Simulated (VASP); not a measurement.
Input of a VASP 6.6.1 run:

The input INCAR:

```
PREC = Accurate ; ENCUT = 600
EDIFF = 1E-7 ; ISMEAR = -1
SIGMA = 0.05 ; LREAL = False
LASPH = True ; NELM = 80
ALGO = Normal ; ISIF = 3
LWAVE = False ; LCHARG = False
GGA = PS ; IVDW = 13
IBRION = 2 ; NSW = 60
EDIFFG = -0.01
```

Contents of KPOINTS:

```
Automatic mesh
0
Gamma
  12 12 12
```

Contents of POSCAR:

```
Pd
1.0
    0.0000000000      1.9465000000      1.9465000000
    1.9465000000      0.0000000000      1.9465000000
    1.9465000000      1.9465000000      0.0000000000
Pd
1
Direct
    0.0000000000      0.0000000000      0.0000000000
```

Potentials or basis: VASP PAW PBE potentials, release 64 (Pd).

Launch:

```sh
$ cat potpaw_PBE.64/Pd/POTCAR > POTCAR
$ mpirun -np 1 vasp_std > vasp.out
```

Question: What does it give for the relaxed volume?

Answer: 14.31 Å³/atom.

Question: Predict the dispersion energy per atom.

Answer: -0.295 eV.

Question: What does it give for the band gap on the k mesh?

Answer: Zero (bands 5 and 6 overlap by 1.67 eV).

Question: Predict the relaxed cell.

Answer: a = 2.725 Å, b = 2.725 Å, c = 2.725 Å, α = 60.00°, β = 60.00°, γ = 60.00°.

The path:
```
step  energy change (eV)  largest force (eV/Å)  pressure (GPa)  volume (Å³)
   1              0.0000                0.0000           -6.14        14.75
   2              0.0191                0.0000           13.08        13.58
   3             -0.0089                0.0000           -0.09        14.31
```

Caveat: the PAW data sets were made with another functional, which shifts forces and pressure a little.
